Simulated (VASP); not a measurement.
Here is a VASP 6.6.1 calculation.

INCAR

```
SYSTEM = Li16C
PREC     = Accurate       ! precision mode
ENCUT    = 650            ! plane-wave cutoff, eV
EDIFF    = 1E-6           ! SCF threshold, eV
ISMEAR   = -1             ! smearing method
SIGMA    = 0.05           ! smearing width, eV
LREAL    = .FALSE.        ! projectors in reciprocal space
LASPH    = .TRUE.         ! aspherical terms in the spheres
NELM     = 120            ! most SCF steps
ALGO     = Normal         ! electronic algorithm
ISIF     = 2              ! what is computed and relaxed
LWAVE    = .FALSE.        ! write WAVECAR
LCHARG   = .FALSE.        ! write CHGCAR
GGA      = PE             ! functional
IVDW     = 12             ! dispersion correction
NBANDS   = 40             ! bands
GGA_COMPAT= .FALSE.
```

File KPOINTS:

```
Automatic mesh
0
G
  2 2 2
  0 0 0
```

The input POSCAR:

```
Li16C
1.0
    6.9800000000      0.0000000000      0.0000000000
    0.0000000000      6.9800000000      0.0000000000
    0.0000000000      0.0000000000      6.9800000000
Li C
16 1
Direct
   -0.1152722063     -0.1007879656     -0.1239398281
    0.3621776504      0.3144842407      0.2300859599
    0.0760315186      0.6031232092      0.0792836676
   -0.2670773639      0.0351862464      0.2185243553
    0.0910744986     -0.0384527221      0.4499140401
    0.6330659026      0.6146131805     -0.0474498567
    0.6121203438      0.0182378223      0.5831088825
    0.8355873926      0.3136389685      0.3463896848
    0.1051719198      0.3370200573      0.5569054441
    0.3234240688      0.8561891117      0.1831232092
    0.2142836676      0.1577936963      0.8184240688
    0.6035243553      0.3929369628      0.5309169054
    0.7101575931      0.7260601719      0.3281948424
    0.8454584527      0.3077220630      0.8211747851
    0.2809455587      0.7065186246      0.7055300860
    0.9040257880      0.7501002865      0.6184670487
   -0.1178796562      0.1281232092      0.5781805158
```

Potentials or basis: VASP PAW PBE potentials, release 64 (Li_sv, C).

Launch:

```sh
$ cat potpaw_PBE.64/Li_sv/POTCAR potpaw_PBE.64/C/POTCAR > POTCAR
$ mpirun -np 1 vasp_std > vasp.out
```

(1) Estimate the pressure.

(2) Predict the band gap on the k mesh.

(3) What does it give for the dispersion energy per atom?

(4) Estimate the largest force.

Results:

(1) -1.7 GPa.

(2) zero (bands 26 and 27 overlap by 0.26 eV).

(3) -0.162 eV.

(4) 1.115 eV/Å.

Caveat: the k points lie up to 0.45 Å⁻¹ apart; the atoms stand as in a frame of molecular dynamics.
